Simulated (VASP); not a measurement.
Set up this calculation in VASP 6.6.1, as the native input.

```yaml
Task: single point
Functional: LDA
Potentials_or_basis: VASP PAW LDA potentials, release 64 (Zr_sv, H)
Cutoff: 520 eV
k_mesh: 9 × 9 × 1
Occupations: gaussian, width 0.1 eV
Spin: no spin polarisation
Dipole_correction: yes
Further_INCAR_settings: ALGO = Normal; EDIFF = 1e-06; NBANDS = 26
```

The structure of Zr3H lies in POSCAR:

```
Zr3H
1.0
    3.1232946755      0.0000000000      0.0000000000
    0.0000000000      3.1232946755      0.0000000000
    0.0000000000      0.0000000000     21.1739130820
Zr H
3 1
Direct
    0.5000000000      0.5000000000      0.1889117040
    0.0000000000      0.0000000000      0.2874811557
    0.5000000000      0.5000000000      0.3860369621
    0.5000000000      0.5000000000      0.5659753601
```

One way to write it, as run:

INCAR

```
SYSTEM = Zr3H
PREC = Accurate
ENCUT = 520
EDIFF = 1E-6
ISMEAR = 0
SIGMA = 0.1
LREAL = .False.
LASPH = .True.
NELM = 60
ALGO = Normal
ISIF = 2
LWAVE = .False.
LCHARG = .True.
LDIPOL = .True.
IDIPOL = 3
DIPOL = 0.5 0.5 0.357
GGA = CA
LELF = .True.
LVHAR = .True.
LVACPOTAV = .True.
NBANDS = 26
```

KPOINTS

```
regular mesh
0
Gamma
  9 9 1
  0 0 0
```

Potentials or basis: VASP PAW LDA potentials, release 64 (Zr_sv, H).

Launch:

```bash
$ cat potpaw_LDA.64/Zr_sv/POTCAR potpaw_LDA.64/H/POTCAR > POTCAR
$ mpirun -np 1 vasp_std > vasp.out
```

It gave:

| Property | Result |
| --- | --- |
| Largest force | 0.557 eV/Å |

It used 460 s of CPU time on 1 thread of AMD EPYC 7R13 Processor (Zen 3) (shared host).
